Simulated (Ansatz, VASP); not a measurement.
## Ru: VASP beside Ansatz

```
Ru
1.0
     0.00000    1.89225    1.89225
     1.89225    0.00000    1.89225
     1.89225    1.89225    0.00000
Ru
1
Direct
  0.00000 0.00000 0.00000
```

Alike in both runs: task single point; functional r2SCAN; k mesh 18 × 18 × 18; occupations gaussian, width 0.05 eV; no spin polarisation.

```csv
,VASP,Ansatz
version,VASP 6.6.1,Ansatz 0.2.0
potentials or method,"VASP PAW PBE potentials, release 64 (Ru_pv), cutoff 520 eV","scalar-relativistic, plane waves, PAW"
valence electrons in the cell,14,16
```

VASP gave:

```
gap on the k mesh at the Fermi level (eV) : none
pressure (GPa)                            : 1.4
```

Q: Which values does Ansatz return?

A: gap on the k mesh at the Fermi level (eV): none; pressure (GPa): 0.0.

VASP's potentials were made for PBE, not for r2SCAN. A gap of «none» marks a metal or a gap that the smearing closes. With one functional, cell and mesh, what is left measures potentials, basis and numerics. VASP's potentials hold 14 valence electrons a cell and Ansatz's 16, so a difference there can come from the potentials and not from the codes.
